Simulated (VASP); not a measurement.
Input of a VASP 6.6.1 run:

File INCAR:

```
SYSTEM = Mg2O
PREC = Accurate
ENCUT = 520
EDIFF = 1E-6
ISMEAR = 0
SIGMA = 0.2
LREAL = .False.
LASPH = .True.
NELM = 60
ALGO = Normal
ISIF = 2
LWAVE = .False.
LCHARG = .True.
GGA = PE
LELF = .True.
LVHAR = .True.
NBANDS = 19
```

KPOINTS

```
Automatic mesh
0
Gamma
  6 6 2
  0 0 0
```

The input POSCAR:

```
Mg2O
1.0
    3.0737580540      0.0000000000      0.0000000000
   -1.5368790270      2.6619525599      0.0000000000
    0.0000000000      0.0000000000     10.1371509229
Mg O
4 2
Direct
    0.0000000000      0.0000000000      0.0000000000
    0.3333333333      0.6666666667      0.7567731668
    0.6666666667      0.3333333333      0.2432268332
    0.0000000000      0.0000000000      0.5000000000
    0.3333333333      0.6666666667      0.1201439867
    0.6666666667      0.3333333333      0.8798560133
```

Potentials or basis: VASP PAW PBE potentials, release 64 (Mg, O).

Command:

```sh
$ cat potpaw_PBE.64/Mg/POTCAR potpaw_PBE.64/O/POTCAR > POTCAR
$ mpirun -np 1 vasp_std > vasp.out
```

Q: What does it give for the pressure?

A: -0.4 GPa.

Q: Predict the largest force.

A: 0.045 eV/Å.

Q: What does it give for the band gap on the k mesh?

A: Zero (bands 10 and 11 overlap by 0.85 eV).

Forces in eV/Å, atoms in the order of the input:
```
Mg   0.000  0.000  0.000
Mg   0.000  0.000 -0.029
Mg   0.000  0.000  0.029
Mg   0.000  0.000  0.000
O    0.000  0.000 -0.045
O    0.000  0.000  0.045
```

Caveat: the k points lie up to 0.39 Å⁻¹ apart, too coarse for converged energies and pressures of a metal.
